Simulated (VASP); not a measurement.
# ZnS (I-4m2) in VASP: a series of runs, part 2 of 2

VASP 6.6.1. The steps go on from the part before.

### Step 3. Single point, r2SCAN (strain +0.000 along x and y, +0.030 along z)

The input, POSCAR:

```
ZnS
1.0
    0.0000000000      2.7046500000      2.7857895000
    2.7046500000      0.0000000000      2.7857895000
    2.7046500000      2.7046500000      0.0000000000
Zn S
1 1
Direct
    0.0000000000      0.0000000000      0.0000000000
    0.7500000000      0.7500000000      0.7500000000
```

The input, INCAR.step1:

```
  PREC = Accurate
  ENCUT = 520
  ISMEAR = 0
  SIGMA = 0.05
  LREAL = False
  LASPH = True
  NELM = 80
  NBANDS = 16
  GGA = PE
  ALGO = Normal
  EDIFF = 1E-4
  LWAVE = True
  LCHARG = False
```

The input, INCAR.step2:

```
  PREC = Accurate
  ENCUT = 520
  EDIFF = 1E-6
  ISMEAR = 0
  SIGMA = 0.05
  LREAL = False
  LASPH = True
  NELM = 80
  ALGO = Normal
  ISIF = 2
  LWAVE = False
  LCHARG = True
  METAGGA = R2SCAN
  LMIXTAU = True
  LELF = True
  LVHAR = True
  NBANDS = 16
  ISTART = 1
```

The input, KPOINTS:

```
Automatic mesh
0
Gamma
  8 8 8
```

Potentials or basis: VASP PAW PBE potentials, release 64 (Zn, S).

On the command line:

```
$ cat potpaw_PBE.64/Zn/POTCAR potpaw_PBE.64/S/POTCAR > POTCAR
$ cp INCAR.step1 INCAR
$ mpirun -np 1 vasp_std > vasp.out
$ cp INCAR.step2 INCAR
$ mpirun -np 1 vasp_std > vasp.out
```

OUTCAR:

```text
PREC = Accurate
   ENCUT = 520
   EDIFF = 1E-6
   ISMEAR = 0
   LREAL = False
   LASPH = True
   NELM = 80
   ISIF = 2
   METAGGA = R2SCAN
   ISTART = 1

 ion  position               nearest neighbor table
   1  0.000  0.000  0.000-   2 2.37   2 2.37   2 2.37   2 2.37
   2  0.750  0.750  0.750-   1 2.37   1 2.37   1 2.37   1 2.37

  LATTYP: Found a body centered tetragonal cell.
 ALAT       =     3.8249527115
 C/A-ratio  =     1.4566399692

  Lattice vectors:

 A1 = (  -2.7046500000,   0.0000000000,   2.7857895000)
 A2 = (   2.7046500000,   0.0000000000,   2.7857895000)
 A3 = (   0.0000000000,   2.7046500000,  -2.7857895000)

Analysis of symmetry for initial positions (statically):
=====================================================================
 Subroutine PRICEL returns:
 Original cell was already a primitive cell.

 Routine SETGRP: Setting up the symmetry group for a
 body centered tetragonal supercell.

 Subroutine GETGRP returns: Found  8 space group operations
 (whereof  8 operations were pure point group operations)
 out of a pool of 16 trial point group operations.

The static configuration has the point symmetry D_2d.

Analysis of symmetry for dynamics (positions and initial velocities):
=====================================================================
 Subroutine PRICEL returns:
 Original cell was already a primitive cell.

 Routine SETGRP: Setting up the symmetry group for a
 body centered tetragonal supercell.

 Subroutine GETGRP returns: Found  8 space group operations
 (whereof  8 operations were pure point group operations)
 out of a pool of 16 trial point group operations.

The dynamic configuration has the point symmetry D_2d.

 Subroutine INISYM returns: Found  8 space group operations
 (whereof  8 operations are pure point group operations),
 and found     1 'primitive' translations

----------------------------------------------------------------------------------------

                                     Primitive cell

  volume of cell :      40.7568

  direct lattice vectors                    reciprocal lattice vectors
     0.000000000  2.704650000  2.785789500    -0.184866803  0.184866803  0.179482333
     2.704650000  0.000000000  2.785789500     0.184866803 -0.184866803  0.179482333
     2.704650000  2.704650000  0.000000000     0.184866803  0.184866803 -0.179482333

  length of vectors
     3.882750927  3.882750927  3.824952711     0.317120447  0.317120447  0.317120447

  position of ions in fractional coordinates (direct lattice)
     0.000000000  0.000000000  0.000000000
     0.750000000  0.750000000  0.750000000

  ion indices of the primitive-cell ions
   primitive index   ion index
                 1           1
                 2           2

----------------------------------------------------------------------------------------

 KPOINTS: Automatic mesh

Automatic generation of k-mesh.
 Grid dimensions read from file:
 generate k-points for:    8    8    8

 Generating k-lattice:

  Cartesian coordinates                     Fractional coordinates (reciprocal lattice)
    -0.023108350  0.023108350  0.022435292     0.125000000  0.000000000  0.000000000
     0.023108350 -0.023108350  0.022435292     0.000000000  0.125000000  0.000000000
     0.023108350  0.023108350 -0.022435292    -0.000000000 -0.000000000  0.125000000

  Length of vectors
     0.039640056  0.039640056  0.039640056

  Shift w.r.t. Gamma in fractional coordinates (k-lattice)
     0.000000000  0.000000000  0.000000000

 Subroutine IBZKPT returns following result:
 ===========================================

 Found     59 irreducible k-points:

 Following reciprocal coordinates:
            Coordinates               Weight
  0.000000  0.000000  0.000000      1.000000
  0.125000  0.000000  0.000000      8.000000
  0.250000  0.000000  0.000000      8.000000
  0.375000  0.000000  0.000000      8.000000
  0.500000  0.000000  0.000000      4.000000
  0.125000  0.125000  0.000000      2.000000
[... 16 lines left out ...]
  0.250000  0.000000  0.125000     16.000000
  0.375000  0.000000  0.125000     16.000000
 [... further k-points ...]
   k-points           NKPTS =     59   k-points in BZ     NKDIM =     59   number of bands    NBANDS=     16
   number of dos      NEDOS =    301   number of ions     NIONS =      2
   total plane-waves  NPLWV =  25200
   dimension x,y,z NGX =    30 NGY =   30 NGZ =   28
   dimension x,y,z NGXF=    60 NGYF=   60 NGZF=   56
   ions per type =               1   1
   NGX,Y,Z   is equivalent  to a cutoff of  12.84, 12.84, 12.17 a.u.
   NGXF,Y,Z  is equivalent  to a cutoff of  25.69, 25.69, 24.34 a.u.
 SYSTEM =  unknown system
   PREC   = accura    normal or accurate (medium, high low for compatibility)
   ISTART =      1    job   : 0-new  1-cont  2-samecut
   ICHARG =      0    charge: 1-file 2-atom 10-const
   ISPIN  =      1    spin polarized calculation?
   LNONCOLLINEAR =      F non collinear calculations
   LSORBIT =      F    spin-orbit coupling
   LASPH  =      T    aspherical Exc in radial PAW
   ENCUT  =  520.0 eV  38.22 Ry    6.18 a.u.   7.22  7.22  7.11*2*pi/ulx,y,z
   NELM   =     80;   NELMIN=  2; NELMDL=  0     # of ELM steps
   EDIFF  = 0.1E-05   stopping-criterion for ELM
   LREAL  =      F    real-space projection
   EDIFFG = 0.1E-04   stopping-criterion for IOM
   NSW    =      0    number of steps for IOM
   IBRION =     -1    ionic relax: 0-MD 1-quasi-New 2-CG
   NFREE  =      0    steps in history (QN), initial steepest desc. (CG)
   ISIF   =      2    stress and relaxation
   ISYM   =      2    0-nonsym 1-usesym 2-fastsym
   POTIM  = 0.5000    time-step for ionic-motion
   TEBEG  =    0.0;   TEEND  =   0.0 temperature during run
   PSTRESS=    0.0 pullay stress
   NELECT =      18.0000    total number of electrons
   NUPDOWN=      -1.0000    fix difference up-down
   EMIN   =  10.00;   EMAX   =-10.00  energy-range for DOS
   EFERMI =   0.00;   METHOD = LEGACY
   ISMEAR =     0;   SIGMA  =   0.05  broadening in eV -4-tet -1-fermi 0-gaus
   EFERMI_NEDOS =   21; number of points for ismear=-14 and -15
   IALGO  =     38    algorithm
   IMIX   =      4    mixing-type and parameters
     AMIX     =   0.40;   BMIX     =  1.00
     AMIX_MAG =   1.60;   BMIX_MAG =  1.00
  volume/ion in A,a.u.               =      20.38       137.52
  Fermi-wavevector in a.u.,A,eV,Ry     =   1.246710  2.355941 21.147350  1.554286
  Thomas-Fermi vector in A             =   2.380875
   LORBIT       =      0    0 simple, 1 ext, 2 COOP (PROOUT), +10 PAW based schemes
   METAGGA = R2SCAN    functional components
   LHFCALC =     F    Hartree Fock is set to
   AEXX    =    0.0000 exact exchange contribution
   IVDW    =     0    specifies the selected vdW correction
   LEPSILON=     F    determine dielectric tensor
   LRPA    =     F    only Hartree local field effects (RPA)
 non-spin polarized calculation
 Gauss-broadening in eV      SIGMA  =   0.05
  energy-cutoff  :      520.00
  volume of cell :       40.76
 maximum number of plane-waves:      1108
 NGX is ok and might be reduce to    30
   NGX = 15   NGY = 15   NGZ = 15

 number of electron      18.0000000 magnetization

 Free energy of the ion-electron system (eV)
  ---------------------------------------------------
  ext. energy  EPLUGINS =         0.00000000
  ---------------------------------------------------
  free energy    TOTEN  =       -18.84784827 eV

  energy without entropy =      -18.84784827  energy(sigma->0) =      -18.84784827

 E-fermi :   1.8461     XC(G=0): -10.1211

 val. band max:        1.5669820550   @ k =   0.0000   0.0000   0.0000
 cond. band min:       4.0514921657   @ k =   0.0000   0.0000   0.0000
 fundamental gap:      2.4845101107
 Fermi energy:         1.8461349022

 k-point     1 :       0.0000    0.0000    0.0000
  band No.  band energies     occupation
      1     -11.9129      2.00000
      2      -4.8553      2.00000
      3      -4.8378      2.00000
      4      -4.8377      2.00000
      5      -4.3429      2.00000
      6      -4.3370      2.00000
[... 8 lines left out ...]
     15      13.8976      0.00000
     16      14.0491      0.00000
[... 419 lines left out ...]
 k-point    24 :       0.3750    0.0000    0.1250
  band No.  band energies     occupation
      1     -11.2015      2.00000
      2      -4.7594      2.00000
      3      -4.7180      2.00000
      4      -4.6361      2.00000
      5      -4.3376      2.00000
      6      -4.3062      2.00000
[... 8 lines left out ...]
     15      14.7292      0.00000
     16      15.1952      0.00000

 [... further k-points ...]
[... 5 lines left out ...]
  --------------------------------------------------------------------------------------
  -------------------------------------------------------------------------------------
  Total       -0.6240268     -0.6240268     -0.9746388      0.0000000      0.0000000      0.0000000
  in kB      -24.5308964    -24.5308964    -38.3136760      0.0000000      0.0000000      0.0000000
  external PRESSURE =     -29.1251562 kB  Pullay stress =       0.0000000 kB

 VOLUME and BASIS-vectors are now :
 -----------------------------------------------------------------------------
  energy-cutoff  :      520.00
  volume of cell :       40.76
      direct lattice vectors                 reciprocal lattice vectors
     0.000000000  2.704650000  2.785789500    -0.184866803  0.184866803  0.179482333
     2.704650000  0.000000000  2.785789500     0.184866803 -0.184866803  0.179482333
     2.704650000  2.704650000  0.000000000     0.184866803  0.184866803 -0.179482333

 POSITION                                       TOTAL-FORCE (eV/Angst)
 -----------------------------------------------------------------------------------
      0.00000      0.00000      0.00000         0.000000      0.000000      0.000000
      4.05697      4.05697      4.17868        -0.000000     -0.000000     -0.000000
 -----------------------------------------------------------------------------------
    total drift:                               -0.000554     -0.000554     -0.001960

  FREE ENERGIE OF THE ION-ELECTRON SYSTEM (eV)
  ---------------------------------------------------
  free  energy   TOTEN  =       -18.8478482704 eV

  energy  without entropy=      -18.8478482704  energy(sigma->0) =      -18.84784827
```

Run time: 3.5 min. Hardware: 1 thread of AMD EPYC 7R43 (Zen 3), shared host; peak memory 0.15 GiB.

What came out:

```
Free energy            : -18.8478 eV
Pressure               : -2.9 GPa
Band gap on the k mesh : 2.48 eV, direct
```

Levels at points of the mesh, in eV from the valence-band top:
| k point | band 5 | band 6 | band 7 | band 8 | band 9 | band 10 | band 11 | band 12 | band 13 | band 14 |
| --- | --- | --- | --- | --- | --- | --- | --- | --- | --- | --- |
| (0.00, 0.00, 0.00) | -5.91 | -5.90 | -0.11 | 0.00 | 0.00 | 2.48 | 6.89 | 6.89 | 6.90 | 11.93 |
| (0.50, 0.00, 0.00) | -5.88 | -5.72 | -5.21 | -0.96 | -0.79 | 3.70 | 7.27 | 7.51 | 9.25 | 12.64 |
| (0.50, 0.50, 0.00) | -5.84 | -5.74 | -4.63 | -2.09 | -2.09 | 3.87 | 4.64 | 11.25 | 12.60 | 12.60 |
| (0.50, 0.00, 0.50) | -5.83 | -5.69 | -4.46 | -2.28 | -2.21 | 3.71 | 4.35 | 11.58 | 12.37 | 12.62 |

Caveat: the cell differs from its parent crystal (strain +0.000 along x and y, +0.030 along z); the PAW data sets were made with another functional, which shifts forces and pressure a little.

### Step 4. Single point, r2SCAN (strain +0.015 along x and y, +0.000 along z)

The input, POSCAR:

```
ZnS
1.0
    0.0000000000      2.7452197500      2.7046500000
    2.7452197500      0.0000000000      2.7046500000
    2.7452197500      2.7452197500      0.0000000000
Zn S
1 1
Direct
    0.0000000000      0.0000000000      0.0000000000
    0.7500000000      0.7500000000      0.7500000000
```

The input, INCAR.step1:

```
SYSTEM = ZnS
  PREC = Accurate
  ENCUT = 520
  ISMEAR = 0
  SIGMA = 0.05
  LREAL = .FALSE.
  LASPH = .TRUE.
  NELM = 60
  NBANDS = 16
  GGA = PE
  ALGO = Normal
  EDIFF = 1E-4
  LWAVE = .TRUE.
  LCHARG = .FALSE.
```

The input, INCAR.step2:

```
SYSTEM = ZnS
  PREC = Accurate
  ENCUT = 520
  EDIFF = 1E-6
  ISMEAR = 0
  SIGMA = 0.05
  LREAL = .FALSE.
  LASPH = .TRUE.
  NELM = 60
  ALGO = Normal
  ISIF = 2
  LWAVE = .FALSE.
  LCHARG = .FALSE.
  METAGGA = R2SCAN
  LMIXTAU = .TRUE.
  NBANDS = 16
  ISTART = 1
```

The input, KPOINTS:

```
regular mesh
0
G
  8 8 8
  0 0 0
```

Potentials or basis: VASP PAW PBE potentials, release 64 (Zn, S).

On the command line:

```
$ cat potpaw_PBE.64/Zn/POTCAR potpaw_PBE.64/S/POTCAR > POTCAR
$ cp INCAR.step1 INCAR
$ mpirun -np 1 vasp_std > vasp.out
$ cp INCAR.step2 INCAR
$ mpirun -np 1 vasp_std > vasp.out
```

OUTCAR:

```text
SYSTEM = ZnS
   PREC = Accurate
   ENCUT = 520
   EDIFF = 1E-6
   ISMEAR = 0
   LREAL = .FALSE.
   LASPH = .TRUE.
   NELM = 60
   ISIF = 2
   METAGGA = R2SCAN
   ISTART = 1

 ion  position               nearest neighbor table
   1  0.000  0.000  0.000-   2 2.37   2 2.37   2 2.37   2 2.37
   2  0.750  0.750  0.750-   1 2.37   1 2.37   1 2.37   1 2.37

  LATTYP: Found a body centered tetragonal cell.
 ALAT       =     3.8823270021
 C/A-ratio  =     1.3933138546

  Lattice vectors:

 A1 = (   0.0000000000,  -2.7452197500,  -2.7046500000)
 A2 = (   0.0000000000,   2.7452197500,  -2.7046500000)
[... 626 lines left out ...]
      4      -4.6336      2.00000
      5      -4.3415      2.00000
      6      -4.3116      2.00000
[... 8 lines left out ...]
     15      14.7544      0.00000
     16      15.1137      0.00000

 [... further k-points ...]
[... 5 lines left out ...]
  --------------------------------------------------------------------------------------
  -------------------------------------------------------------------------------------
  Total       -0.7974883     -0.7974883     -0.6411143      0.0000000      0.0000000      0.0000000
  in kB      -31.3429318    -31.3429318    -25.1971119      0.0000000      0.0000000      0.0000000
  external PRESSURE =     -29.2943251 kB  Pullay stress =       0.0000000 kB

 VOLUME and BASIS-vectors are now :
 -----------------------------------------------------------------------------
  energy-cutoff  :      520.00
  volume of cell :       40.77
      direct lattice vectors                 reciprocal lattice vectors
     0.000000000  2.745219750  2.704650000    -0.182134782  0.182134782  0.184866803
     2.745219750  0.000000000  2.704650000     0.182134782 -0.182134782  0.184866803
     2.745219750  2.745219750  0.000000000     0.182134782  0.182134782 -0.184866803

 POSITION                                       TOTAL-FORCE (eV/Angst)
 -----------------------------------------------------------------------------------
      0.00000      0.00000      0.00000         0.000000      0.000000      0.000000
      4.11783      4.11783      4.05697        -0.000000     -0.000000     -0.000000
 -----------------------------------------------------------------------------------
    total drift:                               -0.000014     -0.000014     -0.000023

  FREE ENERGIE OF THE ION-ELECTRON SYSTEM (eV)
  ---------------------------------------------------
  free  energy   TOTEN  =       -18.8501436744 eV

  energy  without entropy=      -18.8501436744  energy(sigma->0) =      -18.85014367
```

Run time: 3.9 min. Hardware: 1 thread of AMD EPYC 7R43 (Zen 3), shared host; peak memory 0.16 GiB.

Results:

- Free energy: -18.8501 eV
- Pressure: -2.9 GPa
- Band gap on the k mesh: 2.49 eV, direct

Stress tensor (GPa, compression positive):
```
-3.13  0.00  0.00
 0.00 -3.13  0.00
 0.00  0.00 -2.52
```

Levels at points of the mesh, in eV from the valence-band top:
```csv
k point,band 5,band 6,band 7,band 8,band 9,band 10,band 11,band 12,band 13,band 14
"(0.00, 0.00, 0.00)",-5.91,-5.90,-0.05,-0.05,0.00,2.49,6.89,6.89,6.89,12.11
"(0.50, 0.00, 0.00)",-5.87,-5.72,-5.21,-0.91,-0.83,3.71,7.31,7.45,9.25,12.65
"(0.50, 0.50, 0.00)",-5.83,-5.69,-4.46,-2.25,-2.25,3.71,4.35,11.59,12.54,12.54
"(0.50, 0.00, 0.50)",-5.83,-5.71,-4.54,-2.18,-2.15,3.79,4.50,11.42,12.50,12.62
```

Caveat: the cell differs from its parent crystal (strain +0.015 along x and y, +0.000 along z); the PAW data sets were made with another functional, which shifts forces and pressure a little.

### Step 5. Single point, r2SCAN (strain +0.030 along x and y, +0.000 along z)

The input, POSCAR:

```
ZnS
1.0
    0.0000000000      2.7857895000      2.7046500000
    2.7857895000      0.0000000000      2.7046500000
    2.7857895000      2.7857895000      0.0000000000
Zn S
1 1
Direct
    0.0000000000      0.0000000000      0.0000000000
    0.7500000000      0.7500000000      0.7500000000
```

The input, INCAR.step1:

```
PREC = Accurate
ENCUT = 520
ISMEAR = 0
SIGMA = 0.05
LREAL = False
LASPH = True
NELM = 100
NBANDS = 16
GGA = PE
ALGO = Normal
EDIFF = 1E-4
LWAVE = True
LCHARG = False
```

The input, INCAR.step2:

```
PREC = Accurate
ENCUT = 520
EDIFF = 1E-6
ISMEAR = 0
SIGMA = 0.05
LREAL = False
LASPH = True
NELM = 100
ALGO = Normal
ISIF = 2
LWAVE = False
LCHARG = False
METAGGA = R2SCAN
LMIXTAU = True
NBANDS = 16
ISTART = 1
```

The input, KPOINTS:

```
regular mesh
0
Gamma
  8 8 8
```

On the command line:

```
$ cat potpaw_PBE.64/Zn/POTCAR potpaw_PBE.64/S/POTCAR > POTCAR
$ cp INCAR.step1 INCAR
$ mpirun -np 1 vasp_std > vasp.out
$ cp INCAR.step2 INCAR
$ mpirun -np 1 vasp_std > vasp.out
```

Wall time 4.3 min (1 thread of AMD EPYC 7R43 (Zen 3), shared host); peak memory 0.16 GiB.

The run converged. Its results:

```yaml
Free_energy: -18.8184 eV
Pressure: -4.7 GPa
Band_gap_on_the_k_mesh: 2.32 eV, direct
```

Stress tensor (GPa, compression positive):
```
-5.15  0.00  0.00
 0.00 -5.15  0.00
 0.00  0.00 -3.93
```

Levels at points of the mesh, in eV from the valence-band top:
| k point | band 6 | band 7 | band 8 | band 9 | band 10 | band 11 | band 12 | band 13 |
| --- | --- | --- | --- | --- | --- | --- | --- | --- |
| (0.00, 0.00, 0.00) | -5.87 | -0.10 | -0.10 | 0.00 | 2.32 | 6.88 | 6.88 | 6.88 |
| (0.50, 0.00, 0.00) | -5.69 | -5.04 | -0.94 | -0.79 | 3.61 | 7.24 | 7.50 | 9.10 |
| (0.50, 0.50, 0.00) | -5.65 | -4.31 | -2.22 | -2.22 | 3.70 | 4.22 | 11.45 | 12.28 |
| (0.50, 0.00, 0.50) | -5.69 | -4.48 | -2.10 | -2.04 | 3.84 | 4.51 | 11.11 | 12.18 |

Caveat: the cell differs from its parent crystal (strain +0.030 along x and y, +0.000 along z); the PAW data sets were made with another functional, which shifts forces and pressure a little.

### Step 6. Summary

| cell | gap on the mesh (eV) | pressure (GPa) |
| --- | --- | --- |
| a = 3.825, b = 3.825, c = 3.882 Å, angles 59.5, 59.5, 61.0°, 2 atoms | 2.52 | -2.0 |
| a = 3.883, b = 3.883, c = 3.825 Å, angles 60.5, 60.5, 59.0°, 2 atoms | 2.48 | -2.9 |
| a = 3.854, b = 3.854, c = 3.882 Å, angles 59.8, 59.8, 60.5°, 2 atoms | 2.49 | -2.9 |
| a = 3.883, b = 3.883, c = 3.940 Å, angles 59.5, 59.5, 61.0°, 2 atoms | 2.32 | -4.7 |

Alike in all rows: task single point; level r2SCAN; potentials or basis VASP PAW PBE potentials, release 64 (Zn, S); no spin polarisation; k mesh 8 × 8 × 8; cutoff (eV) 520; smearing gaussian 0.05 eV.

Caveats: the PAW data sets were made with another functional, which shifts forces and pressure a little.

Absolute energies hang on the potentials; compare differences alone.
